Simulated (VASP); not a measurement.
TiH5, 6 atoms in the cell. Symmetry: Cmmm, No. 65, orthorhombic system. The conventional cell has a = 3.077 Å, b = 6.560 Å, c = 3.050 Å, α = 90.00°, β = 90.00°, γ = 90.00°. Within 2.4 Å of Ti (site symmetry mmm) lie 14 H at 1.82 to 2.17 Å. Within 2.3 Å of H (site symmetry m2m) lie 10 H at 1.72 to 2.18 Å and 3 Ti at 1.99 to 2.02 Å. H (site symmetry mmm) has 10 H at 1.83 to 2.28 Å and 4 Ti at 2.17 Å within 2.4 Å. H (site symmetry m2m) has 2 Ti at 1.82 Å and 12 H at 1.83 to 2.28 Å within 2.4 Å. The cell was built from a structure type or drawn by symmetry, and may not be a known phase.

| Quantity | Value |
| --- | --- |
| Program | VASP 6.6.1 |
| Task | single point |
| Functional | PBE |
| Potentials or basis | VASP PAW PBE potentials, release 64 (Ti_sv, H) |
| Cutoff | 500 eV |
| k mesh | 5 × 5 × 5 |
| Occupations | gaussian, width 0.2 eV |
| Spin | no spin polarisation |
| Dipole correction | no |
| Further INCAR settings | ALGO = Normal; EDIFF = 1e-06; NBANDS = 18 |

Potentials or basis: VASP PAW PBE potentials, release 64 (Ti_sv, H).

Command:

```bash
$ cat potpaw_PBE.64/Ti_sv/POTCAR potpaw_PBE.64/H/POTCAR > POTCAR
$ mpirun -np 1 vasp_std > vasp.out
```

Hardware: 1 thread of Intel Xeon 8259CL, on a shared host.

Problem. How long does it take, and how much memory?

Solution. Wall time 24 s on 1 thread of Intel Xeon 8259CL (shared host), peak memory 0.15 GiB. Counts: scf iterations 14, k points 27.
